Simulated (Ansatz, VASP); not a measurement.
Ga4SbP3: VASP beside Ansatz

Contents of INCAR:

```
SYSTEM = Ga4SbP3
ALGO = Normal
EDIFF = 1E-6
ENCUT = 520
GGA = PE
ISIF = 2
ISMEAR = -1
LASPH = .True.
LCHARG = .False.
LREAL = .False.
LWAVE = .False.
NBANDS = 46
NELM = 100
PREC = Accurate
SIGMA = 0.02
```

KPOINTS

```
k-points
0
Gamma
  6 6 6
  0 0 0
```

File POSCAR:

```
Ga4SbP3
1.0
   -2.8109217451      2.8109217451      5.6062601124
    2.8109217451     -2.8109217451      5.6062601124
    2.8109217451      2.8109217451     -5.6062601124
P Ga Sb
3 4 1
Direct
    0.2500000000      0.7500000000      0.5000000000
    0.5000000000      0.5000000000      0.0000000000
    0.7500000000      0.2500000000      0.5000000000
    0.8636678462      0.3989348045      0.0000000000
    0.1363321538      0.1363321538      0.5352669583
    0.3989348045      0.8636678462      0.0000000000
    0.6010651955      0.6010651955      0.4647330417
    0.0000000000      0.0000000000      0.0000000000
```

Input for Ansatz:

```yaml
crystal:
  lattice:
    - [-2.8109217451, 2.8109217451, 5.6062601124]
    - [2.8109217451, -2.8109217451, 5.6062601124]
    - [2.8109217451, 2.8109217451, -5.6062601124]
  atoms:
    - { symbol: P, position: [0.25, 0.75, 0.5] }
    - { symbol: Ga, position: [0.8636678462, 0.3989348045, 0.0] }
    - { symbol: P, position: [0.5, 0.5, 0.0] }
    - { symbol: Ga, position: [0.1363321538, 0.1363321538, 0.5352669583] }
    - { symbol: P, position: [0.75, 0.25, 0.5] }
    - { symbol: Ga, position: [0.3989348045, 0.8636678462, 0.0] }
    - { symbol: Sb, position: [0.0, 0.0, 0.0] }
    - { symbol: Ga, position: [0.6010651955, 0.6010651955, 0.4647330417] }
kpoints:
  mp_grid: { grid: [6, 6, 6] }
  band_path:
    path:
      - [[0.0, 0.0, 0.0], [-9.313235748422e-18, 9.313235748422e-18, 0.5], [0.25, 0.25, 0.25], [-1.345569917698e-18, 0.5, 1.345569917698e-18], [0.0, 0.0, 0.0], [0.5, 0.5, -0.5], [0.3128479377401, 0.6871520622599, -0.3128479377401]]
      - [[-0.3128479377401, 0.3128479377401, 0.3128479377401], [0.0, 0.0, 0.0]]
      - [[-9.313235748422e-18, 9.313235748422e-18, 0.5], [-0.1256958754803, 0.1256958754803, 0.5]]
      - [[0.5, 0.5, -0.1256958754803], [0.5, 0.5, -0.5]]
    npoints: 10
hamiltonian:
  xc: pbe
scf:
  occupations: { method: fermi_dirac, width: 0.02 }
  n_extra_bands: 6
output:
  forces: true
  stress: true
  eigenvalues: true
```

Alike in both runs: task single point; functional PBE; k mesh 6 × 6 × 6; occupations fermi-dirac, width 0.02 eV; no spin polarisation.

|  | VASP | Ansatz |
| --- | --- | --- |
| version | VASP 6.6.1 | Ansatz 0.2.0 |
| potentials or method | VASP PAW PBE potentials, release 64 (P, Ga_d, Sb) | plane waves, PAW |
| plane-wave cutoff (eV) | 520 | 420 |
| valence electrons in the cell | 72 | 82 |

```csv
,VASP,Ansatz,Ansatz less VASP
gap on the k mesh at the Fermi level (eV),0.89,0.89,+0.006
pressure (GPa),2.3,2.3,-0.02
rms of the force components (eV/Å),0.023,0.020,-0.0035
```

VASP's potentials hold 72 valence electrons a cell and Ansatz's 82, so a difference there can come from the potentials and not from the codes.

Neither program's run includes spin-orbit coupling.
